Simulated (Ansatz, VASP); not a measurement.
**One calculation of ZnO, two programs**

```
Zn O
1.0
     3.29216    0.00000    0.00000
    -1.64608    2.85109    0.00000
     0.00000    0.00000    5.27228
Zn O
2 2
Direct
  0.33333 0.66667 0.00000
  0.66667 0.33333 0.50000
  0.33333 0.66667 0.38210
  0.66667 0.33333 0.88210
```

Change from the starting cell: volume scaled by 1.04, crystal datasets.

Alike in both runs: task electric field gradients; functional PBE; k mesh 11 × 11 × 6; occupations fermi-dirac, width 0.02 eV; no spin polarisation.

```csv
,VASP,Ansatz
version,VASP 6.6.1,Ansatz 0.2.0
potentials or method,"VASP PAW PBE potentials, release 64 (Zn, O), cutoff 520 eV","all-electron PAW with datasets made for the crystal, scalar-relativistic"
```

|  | VASP | Ansatz | Ansatz less VASP |
| --- | --- | --- | --- |
| gap on the k mesh at the Fermi level (eV) | 0.73 | 0.76 | +0.030 |
| pressure (GPa) | 0.4 | -0.6 | -0.97 |
| traceless stress, the component that is largest in VASP (GPa) | 0.29 | 0.30 | +0.016 |
| rms of the force components (eV/Å) | 0.019 | 0.018 | -0.0004 |
| size of Vzz on the site where it differs most (V/Å²) | 3.4 | 3.3 | -0.10 |

Atom by atom the forces differ by 0.000 eV/Å (rms over components). Ansatz ran all-electron here, and VASP with PAW potentials.
